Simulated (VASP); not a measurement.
# C (Cm) in VASP: notebook, part 2 of 2

VASP 6.6.1. The steps go on from the part before.

## Step 3: Single point, LDA (the part above a cut slid along it)

Contents of INCAR:

```
SYSTEM = C
  ALGO = Normal
  EDIFF = 1E-6
  ENCUT = 1300
  GGA_COMPAT = .False.
  ISIF = 2
  ISMEAR = 0
  LASPH = .True.
  LCHARG = .True.
  LELF = .True.
  LREAL = .False.
  LVHAR = .True.
  LWAVE = .False.
  NBANDS = 31
  NELM = 120
  PREC = Accurate
  SIGMA = 0.05
```

Contents of KPOINTS:

```
k-points
0
Gamma
  10 10 3
  0 0 0
```

Contents of POSCAR:

```
C
1.0
   -2.4912907516      0.0000000000      0.0000000000
   -1.2456453758     -2.1575210791      0.0000000000
    0.6226981234      0.3595149291     10.2538776052
C
10
Direct
   -0.1209031956     -0.1209031956      0.8741556576
    0.8542832156      0.8542832156      0.7252443424
    0.0877269653      0.0877269653      0.1257869493
    0.8123530547      0.8123530547      0.4736130507
    0.1125570050      0.1125570050      0.2747969895
    0.7875230150      0.7875230150      0.3246030105
    0.2207848120      0.2207848120      0.9242937306
    0.5125952080      0.5125952080      0.6751062694
    0.4127084122      0.4127084122      0.0756656066
    0.4873716078      0.4873716078      0.5237343934
```

Potentials or basis: VASP PAW LDA potentials, release 64 (C_h).

Run with:

```
$ cat potpaw_LDA.64/C_h/POTCAR > POTCAR
$ mpirun -np 1 vasp_std > vasp.out
```

It took 7.8 min on 1 thread of Intel Xeon Platinum 8488C (Sapphire Rapids), shared host; peak memory 0.5 GiB.

It converged, with:

```yaml
Free_energy: -99.3731 eV
Pressure: 1.6 GPa
Largest_force: 4.821 eV/Å
Band_gap_on_the_k_mesh: 2.14 eV (least direct gap 4.67 eV)
```

Forces on the atoms (eV/Å):
```
C    0.202  0.117  0.054
C   -0.312 -0.180 -0.173
C    0.388  0.224 -0.016
C    0.042  0.024  0.015
C    0.447  0.258  0.234
C    0.000  0.000 -0.022
C   -4.124 -2.381 -0.753
C    0.007  0.004  0.002
C    3.380  1.951  0.671
C   -0.029 -0.017 -0.012
```

Stress tensor (GPa, compression positive):
```
-3.66 -4.04 25.03
-4.04  1.01 14.45
25.03 14.45  7.37
```

Levels at points of the mesh, in eV from the valence-band top:
```tsv
k point	band 18	band 19	band 20	band 21	band 22	band 23
(0.00, 0.00, 0.00)	-0.85	-0.60	0.00	4.67	5.16	5.32
(0.50, 0.00, 0.00)	-4.64	-3.86	-2.99	3.99	4.49	4.96
(0.50, 0.50, 0.00)	-4.00	-3.88	-2.91	2.24	4.25	5.13
```

Caveat: the cell differs from its parent crystal (the part above a cut slid along it); the stress differs along the axes, from -4 to 7 GPa; forces of over 1 eV/Å act on the atoms, so gaps and moduli don't describe the material at rest. A k mesh can miss the band edges.

## Step 4: Single point, LDA (the part above a cut slid along it)

Contents of INCAR:

```
ALGO = Normal ; EDIFF = 1E-6
ENCUT = 1300 ; GGA = CA
GGA_COMPAT = False ; ISIF = 2
ISMEAR = 0 ; LASPH = True
LCHARG = False ; LREAL = False
LWAVE = False ; NBANDS = 31
NELM = 120 ; PREC = Accurate
SIGMA = 0.05
```

Contents of KPOINTS:

```
k-points
0
Gamma
  10 10 3
```

Contents of POSCAR:

```
C
1.0
   -2.4912907516      0.0000000000      0.0000000000
   -1.2456453758     -2.1575210791      0.0000000000
   -1.8683434992     -1.0786886222     10.2538776052
C
10
Direct
   -0.7036153569     -0.7036153569      0.8741556576
    0.3708353369      0.3708353369      0.7252443424
    0.0038773849      0.0038773849      0.1257869493
    0.4966425951      0.4966425951      0.4736130507
   -0.0706226682     -0.0706226682      0.2747969895
    0.5711426482      0.5711426482      0.3246030105
   -0.3953493888     -0.3953493888      0.9242937306
    0.0625693688      0.0625693688      0.6751062694
    0.3622697189      0.3622697189      0.0756656066
    0.1382502611      0.1382502611      0.5237343934
```

Potentials or basis: VASP PAW LDA potentials, release 64 (C_h).

Run with:

```
$ cat potpaw_LDA.64/C_h/POTCAR > POTCAR
$ mpirun -np 1 vasp_std > vasp.out
```

OUTCAR:

```text
EDIFF = 1E-6
   ENCUT = 1300
   GGA = CA
   ISIF = 2
   ISMEAR = 0
   LASPH = True
   LREAL = False
   NELM = 120
   PREC = Accurate

 ion  position               nearest neighbor table
   1  0.296  0.296  0.874-
   2  0.371  0.371  0.725-
   3  0.004  0.004  0.126-
   4  0.497  0.497  0.474-
   5  0.929  0.929  0.275-
   6  0.571  0.571  0.325-
[... 1061 lines left out ...]
  Total       -1.2701728      0.3546460      2.5336398     -1.4071343     -4.9635825     -8.5971770
  in kB      -36.9237487     10.3095115     73.6525632    -40.9052032   -144.2906636   -249.9187597
  external PRESSURE =      15.6794420 kB  Pullay stress =       0.0000000 kB

 VOLUME and BASIS-vectors are now :
 -----------------------------------------------------------------------------
  energy-cutoff  :     1300.00
  volume of cell :       55.11
      direct lattice vectors                 reciprocal lattice vectors
    -2.491290752  0.000000000  0.000000000    -0.401398351  0.231747446 -0.048758790
    -1.245645376 -2.157521079  0.000000000     0.000000000 -0.463494892 -0.048758790
    -1.868343499 -1.078688622 10.253877605     0.000000000  0.000000000  0.097524082

 POSITION                                       TOTAL-FORCE (eV/Angst)
 -----------------------------------------------------------------------------------
     -2.74079     -1.58240      8.96349         0.393007      0.226903      0.015734
     -2.74079     -1.58240      7.43657         0.443601      0.256113     -0.230010
     -0.24950     -0.14405      1.28980         0.209823      0.121141     -0.055707
     -2.74079     -1.58240      4.85637        -0.032942     -0.019019      0.013066
     -3.98644     -2.30157      2.81773        -0.312035     -0.180154      0.177315
     -2.74079     -1.58240      3.32844         0.011751      0.006784     -0.005574
     -3.98644     -2.30157      9.47759         3.372831      1.947305     -0.671123
     -1.49515     -0.86322      6.92246         0.006017      0.003474      0.017685
     -1.49515     -0.86322      0.77587        -4.129331     -2.384070      0.752554
     -1.49515     -0.86322      5.37031         0.037279      0.021523     -0.013940
 -----------------------------------------------------------------------------------
    total drift:                               -0.000005     -0.000003      0.000020

  FREE ENERGIE OF THE ION-ELECTRON SYSTEM (eV)
  ---------------------------------------------------
  free  energy   TOTEN  =       -99.3738805647 eV

  energy  without entropy=      -99.3738805647  energy(sigma->0) =      -99.37388056
```

Run time: 5.8 min. Hardware: 1 thread of Intel Xeon Platinum 8488C (Sapphire Rapids), shared host; peak memory 0.51 GiB.

Results:

| Item | Value |
| --- | --- |
| Free energy | -99.3739 eV |
| Pressure | 1.6 GPa |
| Largest force | 4.827 eV/Å |
| Band gap on the k mesh | 1.99 eV (least direct gap 4.67 eV) |

Forces in eV/Å, atoms in the order of the input:
```
C    0.393  0.227  0.016
C    0.444  0.256 -0.230
C    0.210  0.121 -0.056
C   -0.033 -0.019  0.013
C   -0.312 -0.180  0.177
C    0.012  0.007 -0.006
C    3.373  1.947 -0.671
C    0.006  0.003  0.018
C   -4.129 -2.384  0.753
C    0.037  0.022 -0.014
```

Stress tensor (GPa, compression positive):
```
 -3.69  -4.09 -24.99
 -4.09   1.03 -14.43
-24.99 -14.43   7.37
```

Caveat: the cell differs from its parent crystal (the part above a cut slid along it); the stress differs along the axes, from -4 to 7 GPa; forces of over 1 eV/Å act on the atoms, so gaps and moduli don't describe the material at rest. A k mesh can miss the band edges.

## Step 5: Summary

```tsv
cell	gap on the mesh (eV)	pressure (GPa)	largest force (eV/Å)
a = 2.491, b = 2.491, c = 10.558 Å, angles 78.1, 78.1, 60.0°, 10 atoms	3.99	0.8	2.55
a = 2.491, b = 2.491, c = 10.279 Å, angles 93.5, 93.5, 60.0°, 10 atoms	2.14	1.6	4.82
a = 2.491, b = 2.491, c = 10.478 Å, angles 79.7, 79.7, 60.0°, 10 atoms	1.99	1.6	4.83
```

Alike in all rows: task single point; level LDA; potentials or basis VASP PAW LDA potentials, release 64 (C_h); no spin polarisation; k mesh 10 × 10 × 3; cutoff (eV) 1300; smearing gaussian 0.05 eV.

Caveats: forces of over 1 eV/Å act on the atoms, so gaps and moduli don't describe the material at rest; the stress differs along the axes, from -4 to 7 GPa (at least some runs).

Absolute energies hang on the potentials; compare differences alone.
